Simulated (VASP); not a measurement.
The system is BeCdTeSe.

```
Be Cd Te Se
1.0
     3.94709    0.00000    0.00000
     0.00000    3.94709    0.00000
     0.00000    0.00000    5.56777
Be Cd Te Se
1 1 1 1
Direct
  0.00000 0.00000 0.50000
  0.50000 0.50000 0.50000
  0.00000 0.00000 0.00000
  0.50000 0.50000 0.00000
```

| Quantity | Value |
| --- | --- |
| Program | VASP 6.6.1 |
| Task | relaxation of cell and atoms |
| Functional | PBE |
| Potentials or basis | VASP PAW PBE potentials, release 64 (Be, Cd, Te, Se) |
| Cutoff | 600 eV |
| k mesh | 4 × 4 × 4 |
| Occupations | gaussian, width 0.1 eV |
| Spin | no spin polarisation |

At the start: pressure 4.2 GPa; volume 21.69 Å³/atom.

**Question.** Where does the relaxation end?

**Answer.** Over 5 steps the energy falls by 22.4 meV/atom and the volume is 23.48 Å³/atom (+8.3 %); space group P4/mmm (No. 123, to 0.05 Å).

Step by step:
| step | energy change (eV) | largest force (eV/Å) | pressure (GPa) | volume (Å³) |
| --- | --- | --- | --- | --- |
| 1 | 0.0000 | 0.0000 | 4.25 | 86.74 |
| 2 | -0.0772 | 0.0000 | -0.58 | 94.16 |
| 3 | -0.0797 | 0.0000 | 0.08 | 93.00 |
| 4 | -0.0895 | 0.0000 | -0.16 | 93.81 |
| 5 | -0.0897 | 0.0000 | -0.18 | 93.91 |

Final structure:
```xyz
4
Lattice="4.0319 0.0000 0.0000 0.0000 4.0319 0.0000 0.0000 0.0000 5.7767" Properties=species:S:1:pos:R:3 pbc="T T T"
Be    0.0000    0.0000    2.8884
Cd    2.0160    2.0160    2.8884
Te    0.0000    0.0000    0.0000
Se    2.0160    2.0160    0.0000
```

Caveat: the k points lie up to 0.39 Å⁻¹ apart in the final cell.
